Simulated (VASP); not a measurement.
WS2:

```
W S
1.0
     3.18422    0.00000    0.00000
    -1.59211    2.75762    0.00000
     0.00000    0.00000   12.97828
W S
2 4
Direct
  0.33333 0.66667 0.25000
  0.66667 0.33333 0.75000
  0.33333 0.66667 0.62980
  0.66667 0.33333 0.12980
  0.33333 0.66667 0.87020
  0.66667 0.33333 0.37020
```

| Property | Result |
| --- | --- |
| Program | VASP 6.6.1 |
| Task | relaxation of cell and atoms |
| Functional | PBE |
| Potentials or basis | VASP PAW PBE potentials, release 64 (W_sv, S) |
| Cutoff | 600 eV |
| k mesh | 12 × 12 × 2 |
| Occupations | gaussian, width 0.02 eV |
| Spin | no spin polarisation |

At the start: pressure 1.8 GPa; volume 18.99 Å³/atom.

**Question.** How do energy, volume and symmetry change on relaxing?

**Answer.** Over 19 steps the energy falls by 5.8 meV/atom and the volume is 21.04 Å³/atom (+10.8 %); space group P6_3/mmc (No. 194, to 0.1 Å) before and after.

Step by step:
```
step  energy change (eV)  largest force (eV/Å)  pressure (GPa)  volume (Å³)
   1              0.0000                0.2037            1.76       113.96
   2              0.0291                0.6071           -3.57       117.44
   3             -0.0083                0.0671           -0.04       115.06
   4             -0.0083                0.0616           -0.02       115.04
   5             -0.0099                0.0738            0.10       115.11
   6             -0.0113                0.0945            0.27       115.23
   7             -0.0099                0.1332            0.65       115.46
   8             -0.0115                0.1031            0.37       115.29
   9             -0.0123                0.1043            0.35       115.43
  10             -0.0144                0.1055            0.27       115.87
  11             -0.0182                0.1073            0.13       116.75
  12             -0.0242                0.1065           -0.11       118.51
  13             -0.0312                0.0884           -0.45       122.05
  14             -0.0311                0.0216           -0.62       129.20
  15             -0.0334                0.0117           -0.46       125.60
  16             -0.0344                0.0774            0.43       126.05
  17             -0.0346                0.0500            0.15       125.91
  18             -0.0349                0.0256           -0.03       126.38
  19             -0.0350                0.0024            0.02       126.23
```

Final structure:
```
W S
1.0
     3.18743    0.00000    0.00000
    -1.59371    2.76039    0.00000
     0.00000    0.00000   14.34717
W S
2 4
Direct
  0.33333 0.66667 0.25000
  0.66667 0.33333 0.75000
  0.33333 0.66667 0.64048
  0.66667 0.33333 0.14048
  0.33333 0.66667 0.85952
  0.66667 0.33333 0.35952
```

Caveat: this functional lacks dispersion, which binds the layers, so the pressure and a relaxed spacing across them are unreliable.
